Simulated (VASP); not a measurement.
# SiS2 (Ibam) in VASP: relaxation of the atoms with PBE

Aim: the relaxation of the atoms of SiS2 with PBE.

Everything below comes from runs of VASP 6.6.1. Logs are shortened: lines on timing, memory, paths and dates and some standing lists are left out, and cuts for length are marked.

### 1 The cell of the first run

Symmetry: Ibam, No. 72, orthorhombic system. Conventional cell: a = 5.564 Å, b = 9.545 Å, c = 5.552 Å, α = 90.00°, β = 90.00°, γ = 90.00°. Si (site symmetry 222) has 4 S at 2.13 Å and 2 Si at 2.78 Å within 2.8 Å. Within 2.8 Å of S (site symmetry m) lie 2 Si at 2.13 Å.

### 2 Relaxation of the atoms, PBE

The input, INCAR:

```
SYSTEM = SiS2
ALGO = Normal ; EDIFF = 1E-7
EDIFFG = -0.02 ; ENCUT = 450
GGA = PE ; GGA_COMPAT = .FALSE.
IBRION = 2 ; ISIF = 2
ISMEAR = -1 ; KPAR = 4
LASPH = .TRUE. ; LCHARG = .FALSE.
LREAL = .FALSE. ; LWAVE = .FALSE.
NELM = 120 ; NELMIN = 4
NSW = 80 ; PREC = Accurate
SIGMA = 0.01
```

The input, KPOINTS:

```
k-points
0
G
  8 8 8
  0 0 0
```

The input, POSCAR:

```
SiS2
1.0
   -2.7820000000      4.7725000000      2.7760000000
    2.7820000000     -4.7725000000      2.7760000000
    2.7820000000      4.7725000000     -2.7760000000
Si S
2 4
Direct
    0.7500000000      0.7500000000      0.0000000000
    0.2500000000      0.2500000000      0.0000000000
    0.1182000000      0.2088000000      0.3270000000
    0.8818000000      0.7912000000      0.6730000000
    0.6182000000      0.2912000000      0.9094000000
    0.3818000000      0.7088000000      0.0906000000
```

Potentials or basis: VASP PAW PBE potentials, release 64 (Si, S).

Started as:

```sh
> cat potpaw_PBE.64/Si/POTCAR potpaw_PBE.64/S/POTCAR > POTCAR
> mpirun -np 4 vasp_std > vasp.out
```

OUTCAR:

```text
SYSTEM = SiS2
   EDIFF = 1E-7
   EDIFFG = -0.02
   ENCUT = 450
   GGA = PE
   IBRION = 2
   ISIF = 2
   ISMEAR = -1
   LASPH = .TRUE.
   LREAL = .FALSE.
   NELM = 120
   NELMIN = 4
   NSW = 80
   PREC = Accurate

 ion  position               nearest neighbor table
   1  0.750  0.750  0.000-   5 2.13   4 2.13   3 2.13   6 2.13   2 2.78   2 2.78
   2  0.250  0.250  0.000-   6 2.13   4 2.13   3 2.13   5 2.13   1 2.78   1 2.78
   3  0.118  0.209  0.327-   1 2.13   2 2.13
   4  0.882  0.791  0.673-   1 2.13   2 2.13
   5  0.618  0.291  0.909-   1 2.13   2 2.13
   6  0.382  0.709  0.091-   2 2.13   1 2.13

  LATTYP: Found a body centered orthorhombic cell.
 ALAT       =     5.5520000000
 B/A-ratio  =     1.0021613833
 C/A-ratio  =     1.7192002882

  Lattice vectors:

 A1 = (   2.7820000000,   4.7725000000,  -2.7760000000)
 A2 = (  -2.7820000000,   4.7725000000,   2.7760000000)
 A3 = (   2.7820000000,  -4.7725000000,   2.7760000000)

Analysis of symmetry for initial positions (statically):
=====================================================================
 Subroutine PRICEL returns:
 Original cell was already a primitive cell.

 Routine SETGRP: Setting up the symmetry group for a
 body centered orthorhombic supercell.

 Subroutine GETGRP returns: Found  8 space group operations
 (whereof  4 operations were pure point group operations)
 out of a pool of  8 trial point group operations.

The static configuration has the point symmetry C_2h.
 The point group associated with its full space group is D_2h.

Analysis of symmetry for dynamics (positions and initial velocities):
=====================================================================
 Subroutine PRICEL returns:
 Original cell was already a primitive cell.

 Routine SETGRP: Setting up the symmetry group for a
 body centered orthorhombic supercell.

 Subroutine GETGRP returns: Found  8 space group operations
 (whereof  4 operations were pure point group operations)
 out of a pool of  8 trial point group operations.

The dynamic configuration has the point symmetry C_2h.
 The point group associated with its full space group is D_2h.

 Subroutine INISYM returns: Found  8 space group operations
 (whereof  4 operations are pure point group operations),
 and found     1 'primitive' translations

----------------------------------------------------------------------------------------

                                     Primitive cell

  volume of cell :     147.4289

  direct lattice vectors                    reciprocal lattice vectors
    -2.782000000  4.772500000  2.776000000     0.000000000  0.104766894  0.180115274
     2.782000000 -4.772500000  2.776000000     0.179726815  0.000000000  0.180115274
     2.782000000  4.772500000 -2.776000000     0.179726815  0.104766894  0.000000000

  length of vectors
     6.182431257  6.182431257  6.182431257     0.208368937  0.254446930  0.208033243

  position of ions in fractional coordinates (direct lattice)
     0.750000000  0.750000000  0.000000000
     0.250000000  0.250000000  0.000000000
     0.118200000  0.208800000  0.327000000
     0.881800000  0.791200000  0.673000000
     0.618200000  0.291200000  0.909400000
     0.381800000  0.708800000  0.090600000

  ion indices of the primitive-cell ions
   primitive index   ion index
                 1           1
                 2           2
                 3           3
                 4           4
                 5           5
                 6           6

----------------------------------------------------------------------------------------

[... 73 lines left out ...]
   IBRION =      2    ionic relax: 0-MD 1-quasi-New 2-CG
   NFREE  =      1    steps in history (QN), initial steepest desc. (CG)
   ISIF   =      2    stress and relaxation
   ISYM   =      2    0-nonsym 1-usesym 2-fastsym
   POTIM  = 0.5000    time-step for ionic-motion
   TEBEG  =    0.0;   TEEND  =   0.0 temperature during run
   PSTRESS=    0.0 pullay stress
   NELECT =      32.0000    total number of electrons
   NUPDOWN=      -1.0000    fix difference up-down
   EMIN   =  10.00;   EMAX   =-10.00  energy-range for DOS
   EFERMI =   0.00;   METHOD = LEGACY
   ISMEAR =    -1;   SIGMA  =   0.01  broadening in eV -4-tet -1-fermi 0-gaus
   EFERMI_NEDOS =   21; number of points for ismear=-14 and -15
   IALGO  =     38    algorithm
   IMIX   =      4    mixing-type and parameters
     AMIX     =   0.40;   BMIX     =  1.00
     AMIX_MAG =   1.60;   BMIX_MAG =  1.00
  volume/ion in A,a.u.               =      24.57       165.82
  Fermi-wavevector in a.u.,A,eV,Ry     =   0.983854  1.859214 13.170013  0.967969
  Thomas-Fermi vector in A             =   2.115043
   LORBIT       =      0    0 simple, 1 ext, 2 COOP (PROOUT), +10 PAW based schemes
   GGA     = PE    functional components
   LHFCALC =     F    Hartree Fock is set to
   AEXX    =    0.0000 exact exchange contribution
   IVDW    =     0    specifies the selected vdW correction
   LEPSILON=     F    determine dielectric tensor
   LRPA    =     F    only Hartree local field effects (RPA)
 conjugate gradient relaxation of ions
 non-spin polarized calculation
  energy-cutoff  :      450.00
  volume of cell :      147.43
 maximum number of plane-waves:      3221
 NGX is ok and might be reduce to    48
   NGX = 21   NGY = 21   NGZ = 21

--------------------------------------- Ionic step        1  -------------------------------------------

 number of electron      32.0000002 magnetization

 Free energy of the ion-electron system (eV)
  ---------------------------------------------------
  ext. energy  EPLUGINS =         0.00000000
  ---------------------------------------------------
  free energy    TOTEN  =       -31.30276530 eV

  energy without entropy =      -31.30276530  energy(sigma->0) =      -31.30276530

------------------------ aborting loop because EDIFF is reached ----------------------------------------

  FORCE on cell =-STRESS in cart. coord.  units (eV):
  Direction    XX          YY          ZZ          XY          YZ          ZX
  --------------------------------------------------------------------------------------
  -------------------------------------------------------------------------------------
  Total        2.0968919      2.0950754      1.6618761      0.0000000      0.0000000      0.0000000
  in kB       22.7878897     22.7681484     18.0603725      0.0000000      0.0000000      0.0000000
  external PRESSURE =      21.2054702 kB  Pullay stress =       0.0000000 kB

 VOLUME and BASIS-vectors are now :
 -----------------------------------------------------------------------------
  energy-cutoff  :      450.00
  volume of cell :      147.43
      direct lattice vectors                 reciprocal lattice vectors
    -2.782000000  4.772500000  2.776000000     0.000000000  0.104766894  0.180115274
     2.782000000 -4.772500000  2.776000000     0.179726815  0.000000000  0.180115274
     2.782000000  4.772500000 -2.776000000     0.179726815  0.104766894  0.000000000

 POSITION                                       TOTAL-FORCE (eV/Angst)
 -----------------------------------------------------------------------------------
      0.00000      0.00000      4.16400         0.000000      0.000000     -0.000000
      0.00000      0.00000      1.38800         0.000000      0.000000     -0.000000
      1.16176      1.12822      0.00000         0.176239      0.158354      0.000000
      1.62024      3.64428      2.77600        -0.176239     -0.158354     -0.000000
      1.62024      5.90072      0.00000        -0.176239      0.158354     -0.000000
      1.16176     -1.12822      2.77600         0.176239     -0.158354     -0.000000
 -----------------------------------------------------------------------------------
    total drift:                                0.000000     -0.000000      0.000000

  FREE ENERGIE OF THE ION-ELECTRON SYSTEM (eV)
  ---------------------------------------------------
  free  energy   TOTEN  =       -31.3027652969 eV

  energy  without entropy=      -31.3027652969  energy(sigma->0) =      -31.30276530

--------------------------------------- Ionic step        2  -------------------------------------------

 number of electron      32.0000002 magnetization

 Free energy of the ion-electron system (eV)
  ---------------------------------------------------
  ext. energy  EPLUGINS =         0.00000000
  ---------------------------------------------------
  free energy    TOTEN  =       -31.30800722 eV

  energy without entropy =      -31.30800722  energy(sigma->0) =      -31.30800722

 E-fermi :   2.3747     XC(G=0):  -8.2744

 val. band max:        2.1759568121   @ k =  -0.2500   0.2500   0.2500
 cond. band min:       4.9365149092   @ k =   0.5000   0.5000   0.5000
 fundamental gap:      2.7605580971
 Fermi energy:         2.3746929383

 k-point     1 :       0.0000    0.0000    0.0000
  band No.  band energies     occupation
      1     -12.3996      2.00000
      2     -10.2993      2.00000
      3      -9.7608      2.00000
      4      -9.6079      2.00000
      5      -5.3467      2.00000
      6      -3.8158      2.00000
[... 541 lines left out ...]
     19       6.8187      0.00000
     20       6.9283      0.00000

 [... further k-points ...]
[... 5 lines left out ...]
  --------------------------------------------------------------------------------------
  -------------------------------------------------------------------------------------
  Total        1.3207872      1.3713936      1.0185882      0.0000000      0.0000000      0.0000000
  in kB       14.3536028     14.9035661     11.0694668      0.0000000      0.0000000      0.0000000
  external PRESSURE =      13.4422119 kB  Pullay stress =       0.0000000 kB

 VOLUME and BASIS-vectors are now :
 -----------------------------------------------------------------------------
  energy-cutoff  :      450.00
  volume of cell :      147.43
      direct lattice vectors                 reciprocal lattice vectors
    -2.782000000  4.772500000  2.776000000     0.000000000  0.104766894  0.180115274
     2.782000000 -4.772500000  2.776000000     0.179726815  0.000000000  0.180115274
     2.782000000  4.772500000 -2.776000000     0.179726815  0.104766894  0.000000000

 POSITION                                       TOTAL-FORCE (eV/Angst)
 -----------------------------------------------------------------------------------
      0.00000      0.00000      4.16400        -0.000000      0.000000      0.000000
      0.00000      0.00000      1.38800        -0.000000      0.000000     -0.000000
      1.17027      1.13586      0.00000         0.002484     -0.010025     -0.000000
      1.61173      3.63664      2.77600        -0.002484      0.010025      0.000000
      1.61173      5.90836      0.00000        -0.002484     -0.010025     -0.000000
      1.17027     -1.13586      2.77600         0.002484      0.010025      0.000000
 -----------------------------------------------------------------------------------
    total drift:                               -0.000000     -0.000000      0.000000

  FREE ENERGIE OF THE ION-ELECTRON SYSTEM (eV)
  ---------------------------------------------------
  free  energy   TOTEN  =       -31.3080072221 eV

  energy  without entropy=      -31.3080072221  energy(sigma->0) =      -31.30800722

 reached required accuracy - stopping structural energy minimisation
```

Wall time 61 s (4 MPI ranks of Intel Xeon 6975P-C (Granite Rapids), shared host); peak memory 0.44 GiB.

What came out:

| Quantity | Value |
| --- | --- |
| Free energy | -31.3080 eV |
| Energy gained by relaxing | 0.9 meV/atom |
| Ionic steps | 2 |
| Pressure after relaxing | 1.3 GPa |
| Largest force after relaxing | 0.010 eV/Å |
| Band gap on the k mesh | 2.76 eV (least direct gap 3.02 eV) |

Forces in eV/Å, atoms in the order of the input:
```
Si   0.000  0.000  0.000
Si   0.000  0.000  0.000
S    0.002 -0.010  0.000
S   -0.002  0.010  0.000
S   -0.002 -0.010  0.000
S    0.002  0.010  0.000
```

The path:
| step | energy change (eV) | largest force (eV/Å) | pressure (GPa) |
| --- | --- | --- | --- |
| 1 | 0.0000 | 0.2369 | 2.12 |
| 2 | -0.0052 | 0.0103 | 1.34 |

Final structure:
```
Si S
1.0
    -2.78200    4.77250    2.77600
     2.78200   -4.77250    2.77600
     2.78200    4.77250   -2.77600
Si S
2 4
Direct
  0.75000 0.75000 0.00000
  0.25000 0.25000 0.00000
  0.11900 0.21033 0.32933
  0.88100 0.78967 0.67067
  0.61900 0.28967 0.90867
  0.38100 0.71033 0.09133
```

Levels at points of the mesh, in eV from the valence-band top:
```csv
k point,band 13,band 14,band 15,band 16,band 17,band 18,band 19,band 20
"(0.00, 0.00, 0.00)",-1.60,-0.76,-0.68,-0.56,3.49,3.92,3.97,5.53
"(0.50, 0.00, 0.00)",-1.22,-1.22,-0.72,-0.72,3.42,3.42,4.97,4.97
"(0.00, 0.50, 0.00)",-0.98,-0.98,-0.59,-0.59,3.30,3.30,4.64,4.64
"(0.50, 0.50, 0.00)",-1.90,-1.27,-1.01,-0.04,3.94,4.65,4.88,4.89
"(0.50, 0.50, 0.50)",-2.02,-1.94,-1.41,-0.25,2.76,3.88,4.19,5.05
```

A k mesh can miss the band edges.
